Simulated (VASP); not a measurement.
Input of a VASP 6.6.1 run:

File INCAR:

```
SYSTEM = GaN
ALGO = Normal ; EDIFF = 1E-8
ENCUT = 520 ; GGA = PS
ISIF = 2 ; ISMEAR = -1
LASPH = .TRUE. ; LCHARG = .FALSE.
LEFG = .TRUE. ; LREAL = .FALSE.
LWAVE = .FALSE. ; NBANDS = 16
NELM = 100 ; PREC = Accurate
SIGMA = 0.02
```

Contents of KPOINTS:

```
k-points
0
G
  10 10 10
  0 0 0
```

POSCAR

```
GaN
1.0
    0.0000000000      2.0056957488      2.0056957488
    2.0056957488      0.0000000000      2.0056957488
    2.0056957488      2.0056957488      0.0000000000
Ga N
1 1
Direct
    0.5000000000      0.5000000000      0.5000000000
    0.0000000000      0.0000000000      0.0000000000
```

Potentials or basis: VASP PAW PBE potentials, release 64 (Ga_d, N).

Launch:

```console
$ cat potpaw_PBE.64/Ga_d/POTCAR potpaw_PBE.64/N/POTCAR > POTCAR
$ mpirun -np 1 vasp_std > vasp.out
```

Question: Predict the pressure.

Answer: 50.4 GPa.

Question: Predict the band gap on the k mesh.

Answer: 1.58 eV, indirect (least direct gap 4.92 eV).

Caveat: without QUAD_EFG the Cq values of the log hold for a quadrupole moment of 1 mb, not for the nuclei; the PAW data sets were made with another functional, which shifts forces and pressure a little. A k mesh can miss the band edges.
